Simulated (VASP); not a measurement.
Crystal: ZnS.

```xyz
4
Lattice="3.8110 0.0000 0.0000 -1.9055 3.3004 0.0000 0.0000 0.0000 6.2340" Properties=species:S:1:pos:R:3 pbc="T T T"
Zn    0.0000    2.2003    0.0000
Zn    1.9055    1.1001    3.1170
S     0.0000    2.2003    2.4001
S     1.9055    1.1001    5.5171
```

```yaml
Program: VASP 6.6.1
Task: relaxation of cell and atoms
Functional: PBEsol
Potentials_or_basis: VASP PAW PBE potentials, release 64 (Zn, S)
Cutoff: 600 eV
k_mesh: 12 × 12 × 8
Occupations: fermi-dirac, width 0.08 eV
Spin: no spin polarisation
```

At the start: pressure -1.1 GPa; volume 19.60 Å³/atom.

Q: Where does the relaxation end?

A: Over 35 steps the energy falls by 6.5 meV/atom and the volume is 19.27 Å³/atom (-1.7 %); space group P6_3mc (No. 186, to 0.05 Å).

The path:
```csv
step,energy change (eV),largest force (eV/Å),pressure (GPa),volume (Å³)
1,0.0000,0.3085,-1.10,78.41
2,-0.0199,0.1198,0.24,76.89
3,-0.0200,0.0999,0.34,76.76
4,-0.0232,0.0458,0.04,77.05
5,-0.0244,0.0020,-0.20,77.29
6,-0.0245,0.0167,-0.25,77.38
7,-0.0258,0.0102,0.02,77.13
8,-0.0258,0.0083,-0.08,77.14
9,-0.0258,0.0086,-0.03,77.14
10,-0.0258,0.0008,0.07,77.08
11,-0.0258,0.0029,-0.03,77.09
12,-0.0258,0.0015,0.02,77.08
13,-0.0258,0.0036,-0.01,77.08
14,-0.0258,0.0003,0.00,77.09
15,-0.0258,0.0020,-0.01,77.09
16,-0.0258,0.0018,0.02,77.09
17,-0.0258,0.0027,-0.01,77.09
18,-0.0258,0.0029,-0.01,77.09
19,-0.0258,0.0028,-0.01,77.09
20,-0.0258,0.0025,0.00,77.09
21,-0.0258,0.0023,0.00,77.09
22,-0.0258,0.0021,0.00,77.09
23,-0.0258,0.0021,0.00,77.09
24,-0.0258,0.0020,0.00,77.09
25,-0.0258,0.0020,0.00,77.09
26,-0.0258,0.0020,0.00,77.09
27,-0.0258,0.0020,0.00,77.09
28,-0.0258,0.0020,0.00,77.09
29,-0.0258,0.0020,0.00,77.09
30,-0.0258,0.0020,0.00,77.09
31,-0.0258,0.0020,0.00,77.09
32,-0.0258,0.0020,0.00,77.09
33,-0.0258,0.0020,0.00,77.09
34,-0.0258,0.0010,-0.02,77.09
35,-0.0258,0.0008,0.00,77.10
```

Final structure:
```cif
data_structure
_symmetry_space_group_name_H-M 'P 1'
_symmetry_Int_Tables_number 1
_cell_length_a 3.7854
_cell_length_b 3.7854
_cell_length_c 6.2130
_cell_angle_alpha 90.000
_cell_angle_beta 90.000
_cell_angle_gamma 120.000
_cell_volume 77.10
loop_
_atom_site_label
_atom_site_type_symbol
_atom_site_fract_x
_atom_site_fract_y
_atom_site_fract_z
_atom_site_occupancy
Zn1 Zn 0.33333 0.66667 0.00541 1
Zn2 Zn 0.66667 0.33333 0.50540 1
S1 S 0.33333 0.66667 0.37960 1
S2 S 0.66667 0.33333 0.87959 1
```

Caveat: the PAW data sets were made with another functional, which shifts forces and pressure a little.
